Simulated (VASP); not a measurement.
# Ir (Im-3m) in VASP: a series of runs, part 2 of 2

VASP 6.6.1. The steps go on from the part before.

## Step 3: Relaxation of cell and atoms, r2SCAN

This run uses another cell than the first one, of 14.15 Å³/atom.

Input file POSCAR:

```
Ir
1.0
   -1.5236668997      1.5236668997      1.5236668997
    1.5236668997     -1.5236668997      1.5236668997
    1.5236668997      1.5236668997     -1.5236668997
Ir
1
Direct
    0.0000000000      0.0000000000      0.0000000000
```

Input file INCAR.step1:

```
SYSTEM = Ir
  ALGO = Normal
  EDIFF = 1E-5
  EDIFFG = -0.005
  ENCUT = 620
  GGA = PE
  GGA_COMPAT = .False.
  IBRION = 2
  ISIF = 3
  ISMEAR = -1
  LASPH = .True.
  LCHARG = .False.
  LREAL = .False.
  LWAVE = .True.
  NELM = 120
  NELMIN = 4
  NSW = 100
  PREC = Accurate
  SIGMA = 0.1
```

Input file INCAR.step2:

```
SYSTEM = Ir
  ALGO = Normal
  EDIFF = 1E-7
  EDIFFG = -0.01
  ENCUT = 620
  GGA_COMPAT = .False.
  IBRION = 2
  ISIF = 3
  ISMEAR = -1
  ISTART = 1
  LASPH = .True.
  LCHARG = .False.
  LMIXTAU = .True.
  LREAL = .False.
  LWAVE = .False.
  METAGGA = R2SCAN
  NELM = 120
  NELMIN = 4
  NSW = 80
  PREC = Accurate
  SIGMA = 0.1
```

Input file KPOINTS:

```
k-points
0
Gamma
  14 14 14
  0 0 0
```

Potentials or basis: VASP PAW PBE potentials, release 64 (Ir_sv_GW).

Command:

```bash
cat potpaw_PBE.64/Ir_sv_GW/POTCAR > POTCAR
cp INCAR.step1 INCAR
mpirun -np 1 vasp_std > vasp.out
cp INCAR.step2 INCAR
mpirun -np 1 vasp_std > vasp.out
```

OUTCAR:

```text
SYSTEM = Ir
   EDIFF = 1E-7
   EDIFFG = -0.01
   ENCUT = 620
   IBRION = 2
   ISIF = 3
   ISMEAR = -1
   ISTART = 1
   LASPH = .True.
   LREAL = .False.
   METAGGA = R2SCAN
   NELM = 120
   NELMIN = 4
   NSW = 80
   PREC = Accurate

 ion  position               nearest neighbor table
   1  0.000  0.000  0.000-

  LATTYP: Found a body centered cubic cell.
 ALAT       =     3.0473337994

  Lattice vectors:

 A1 = (  -1.5236668997,   1.5236668997,   1.5236668997)
 A2 = (   1.5236668997,  -1.5236668997,   1.5236668997)
 A3 = (   1.5236668997,   1.5236668997,  -1.5236668997)

Analysis of symmetry for initial positions (statically):
=====================================================================
 Subroutine PRICEL returns:
 Original cell was already a primitive cell.

 Routine SETGRP: Setting up the symmetry group for a
 body centered cubic supercell.

 Subroutine GETGRP returns: Found 48 space group operations
 (whereof 48 operations were pure point group operations)
 out of a pool of 48 trial point group operations.

The static configuration has the point symmetry O_h .

Analysis of symmetry for dynamics (positions and initial velocities):
=====================================================================
 Subroutine PRICEL returns:
 Original cell was already a primitive cell.

[... 162 lines left out ...]
  Total        1.2182619      1.2182619      1.2182619      0.0000000     -0.0000000      0.0000000
  in kB      137.9498293    137.9498293    137.9498293      0.0000000     -0.0000000      0.0000000
  external PRESSURE =     137.9498293 kB  Pullay stress =       0.0000000 kB
[... 22 lines left out ...]
--------------------------------------- Ionic step        2  -------------------------------------------

 number of electron      17.0000000 magnetization

 E-fermi :   9.3812     XC(G=0): -14.6250

 val. band max:        9.3742548695   @ k =  -0.2857   0.3571   0.0714
 cond. band min:       9.3857851636   @ k =   0.3571   0.0714  -0.0000
 fundamental gap:      0.0115302941
 Fermi energy:         9.3812426322

 k-point     1 :       0.0000    0.0000    0.0000
  band No.  band energies     occupation
      1     -84.7583      2.00000
      2     -40.7381      2.00000
      3     -40.7381      2.00000
      4     -40.7381      2.00000
      5      -0.1006      2.00000
      6       6.4253      2.00000
      7       6.4253      2.00000
      8       6.4253      2.00000
      9       8.9593      1.97100
     10       8.9593      1.97100
     11      26.4945      0.00000
     12      26.4945      0.00000
[... 414 lines left out ...]
--------------------------------------- Ionic step        4  -------------------------------------------

 number of electron      17.0000000 magnetization

 Free energy of the ion-electron system (eV)
  ---------------------------------------------------
  ext. energy  EPLUGINS =         0.00000000
  ---------------------------------------------------
  free energy    TOTEN  =       -52.25365440 eV

  energy without entropy =      -52.18590759  energy(sigma->0) =      -52.21978100

 E-fermi :  11.6992     XC(G=0): -15.6048

 val. band max:       11.6948291133   @ k =   0.2857   0.1429  -0.0000
 cond. band min:      11.7071316836   @ k =   0.2857   0.2143   0.0714
 fundamental gap:      0.0123025703
 Fermi energy:        11.6991626708

 k-point     1 :       0.0000    0.0000    0.0000
  band No.  band energies     occupation
      1     -82.7699      2.00000
      2     -38.6285      2.00000
      3     -38.6285      2.00000
      4     -38.6285      2.00000
      5       0.8790      2.00000
      6       8.0702      2.00000
      7       8.0702      2.00000
      8       8.0702      2.00000
      9      11.1410      1.99250
     10      11.1410      1.99250
     11      28.7848      0.00000
     12      28.7848      0.00000
[... 373 lines left out ...]
  FREE ENERGIE OF THE ION-ELECTRON SYSTEM (eV)
  ---------------------------------------------------
  free  energy   TOTEN  =       -52.2536544048 eV

  energy  without entropy=      -52.1859075894  energy(sigma->0) =      -52.21978100

 reached required accuracy - stopping structural energy minimisation
```

It took 6.7 min on 1 thread of AMD EPYC 9R45 (Zen 5), shared host; peak memory 0.14 GiB.

Results:

```yaml
Free_energy: -52.2537 eV
Relaxed_volume: 14.68 Å³/atom
Relaxed_cell: a = 2.672 Å, b = 2.672 Å, c = 2.672 Å, α = 109.47°, β = 109.47°, γ = 109.47°
Space_group_after_relaxing_to_0.1_Å: Im-3m (No. 229)
Energy_gained_by_relaxing: 22.0 meV/atom
Ionic_steps: 4
Pressure_after_relaxing: -0.1 GPa
Band_gap_on_the_k_mesh: zero (an odd number of electrons rules out a gap without spin polarisation)
```

Step by step:
| step | energy change (eV) | largest force (eV/Å) | pressure (GPa) | volume (Å³) |
| --- | --- | --- | --- | --- |
| 1 | 0.0000 | 0.0000 | 13.79 | 14.15 |
| 2 | 0.2261 | 0.0000 | -32.82 | 16.79 |
| 3 | -0.0219 | 0.0000 | -0.75 | 14.71 |
| 4 | -0.0220 | 0.0000 | -0.06 | 14.68 |

Final structure:
```yaml
crystal:
  lattice:
    - [-1.54259, 1.54259, 1.54259]
    - [1.54259, -1.54259, 1.54259]
    - [1.54259, 1.54259, -1.54259]
  atoms:
    - { symbol: Ir, position: [0.00000, 0.00000, 0.00000] }
```

Caveat: the PAW data sets were made with another functional, which shifts forces and pressure a little; spin-orbit coupling is left out, which moves the levels of the heavy elements.

## Step 4: Single point, r2SCAN, collinear spin (14.80 Å³/atom)

This run uses another cell than the first one, of 14.80 Å³/atom.

Input file POSCAR:

```
Ir
1.0
   -1.5466789130      1.5466789130      1.5466789130
    1.5466789130     -1.5466789130      1.5466789130
    1.5466789130      1.5466789130     -1.5466789130
Ir
1
Direct
    0.0000000000      0.0000000000      0.0000000000
```

Input file INCAR.step1:

```
SYSTEM = Ir
PREC = Accurate
ENCUT = 620
ISMEAR = -1
SIGMA = 0.05
LREAL = .False.
LASPH = .True.
NELM = 200
ISPIN = 2
MAGMOM = 0.791
LMAXMIX = 4
NBANDS = 18
GGA = PE
ALGO = Normal
EDIFF = 1E-5
LWAVE = .True.
LCHARG = .False.
GGA_COMPAT = .False.
```

Input file INCAR.step2:

```
SYSTEM = Ir
PREC = Accurate
ENCUT = 620
EDIFF = 1E-6
ISMEAR = -1
SIGMA = 0.05
LREAL = .False.
LASPH = .True.
NELM = 200
ALGO = Normal
ISIF = 2
LWAVE = .False.
LCHARG = .False.
ISPIN = 2
MAGMOM = 0.791
LORBIT = 11
LMAXMIX = 4
METAGGA = R2SCAN
LMIXTAU = .True.
NBANDS = 18
ISTART = 1
GGA_COMPAT = .False.
```

Input file KPOINTS:

```
regular mesh
0
Gamma
  16 16 16
  0 0 0
```

Command:

```bash
cat potpaw_PBE.64/Ir_sv_GW/POTCAR > POTCAR
cp INCAR.step1 INCAR
mpirun -np 1 vasp_std > vasp.out
cp INCAR.step2 INCAR
mpirun -np 1 vasp_std > vasp.out
```

Wall time 3.8 min (1 thread of Intel Xeon Platinum 8259CL at 2.50GHz (Skylake/Cascade Lake), shared host); peak memory 0.22 GiB.

It converged, with:

```yaml
Free_energy: -52.2931 eV
Pressure: -0.4 GPa
Net_moment: 0.77 μB per cell
Site_moments: Ir +0.90 μB
Valence_electrons_inside_the_program's_atomic_spheres: Ir 16.10
```

Levels at points of the mesh, in eV from the Fermi level:
Spin up:
```tsv
k point	band 5	band 6	band 7	band 8	band 9	band 10	band 11	band 12	band 13	band 14
(0.00, 0.00, 0.00)	-10.93	-3.93	-3.93	-3.93	-1.33	-1.33	16.90	16.90	16.90	28.88
(0.50, 0.00, 0.00)	-7.88	-5.75	-1.37	-0.85	-0.08	1.90	7.83	13.14	17.02	24.44
(0.50, 0.50, 0.50)	-7.65	-7.65	1.20	1.20	1.20	8.04	8.04	8.04	14.83	21.25
```
Spin down:
| k point | band 4 | band 5 | band 6 | band 7 | band 8 | band 9 | band 10 | band 11 | band 12 | band 13 |
| --- | --- | --- | --- | --- | --- | --- | --- | --- | --- | --- |
| (0.00, 0.00, 0.00) | -50.16 | -10.92 | -3.59 | -3.59 | -3.59 | -0.02 | -0.02 | 16.96 | 16.96 | 16.96 |
| (0.50, 0.00, 0.00) | -50.15 | -7.54 | -5.46 | -0.32 | -0.21 | 0.50 | 2.35 | 8.38 | 13.22 | 17.23 |
| (0.50, 0.50, 0.50) | -50.70 | -6.84 | -6.84 | 1.65 | 1.65 | 1.65 | 8.07 | 8.07 | 8.07 | 15.63 |

Caveat: the PAW data sets were made with another functional, which shifts forces and pressure a little; spin-orbit coupling is left out, which moves the levels of the heavy elements.

## Step 5: Overview

| task | spin | cell | k mesh | smearing | gap on the mesh (eV) | pressure (GPa) |
| --- | --- | --- | --- | --- | --- | --- |
| single point | off | a = 2.674 Å, angles 109.5°, 1 atom | 14 × 14 × 14 | fermi-dirac 0.1 eV | none | -0.8 |
| relaxation of cell and atoms | off | relaxed from a = 2.639 Å, angles 109.5°, 1 atom | 14 × 14 × 14 | fermi-dirac 0.1 eV | none | -0.1 |
| single point | collinear | a = 2.679 Å, angles 109.5°, 1 atom | 16 × 16 × 16 | fermi-dirac 0.05 eV | none | -0.4 |

Alike in all rows: level r2SCAN; potentials or basis VASP PAW PBE potentials, release 64 (Ir_sv_GW); cutoff (eV) 620.

Caveats: the PAW data sets were made with another functional, which shifts forces and pressure a little; spin-orbit coupling is left out, which moves the levels of the heavy elements.

Absolute energies hang on the potentials; compare differences alone.
